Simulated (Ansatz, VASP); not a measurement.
TiRh3 in VASP and in Ansatz

```
Ti Rh
1.0
     3.74398    0.00000    0.00000
     0.00000    3.74398    0.00000
     0.00000    0.00000    3.74398
Ti Rh
1 3
Direct
  0.00000 0.00000 0.00000
  0.00000 0.50000 0.50000
  0.50000 0.00000 0.50000
  0.50000 0.50000 0.00000
```

Change from the starting cell: volume scaled by 0.94, crystal datasets.

Alike in both runs: task electric field gradients; functional LDA; k mesh 10 × 10 × 10; occupations fermi-dirac, width 0.03 eV; no spin polarisation.

|  | VASP | Ansatz |
| --- | --- | --- |
| version | VASP 6.6.1 | Ansatz 0.2.0 |
| potentials or method | VASP PAW LDA potentials, release 64 (Ti_sv, Rh_pv), cutoff 520 eV | all-electron PAW with datasets made for the crystal, scalar-relativistic |

|  | VASP | Ansatz | Ansatz less VASP |
| --- | --- | --- | --- |
| pressure (GPa) | 7.0 | 6.2 | -0.77 |
| size of Vzz on the site where it differs most (V/Å²) | 39.5 | 35.4 | -4.13 |

LDA's correlation is that of Perdew and Zunger in VASP and of Perdew and Wang (1992) in Ansatz. Ansatz ran all-electron here, and VASP with PAW potentials.
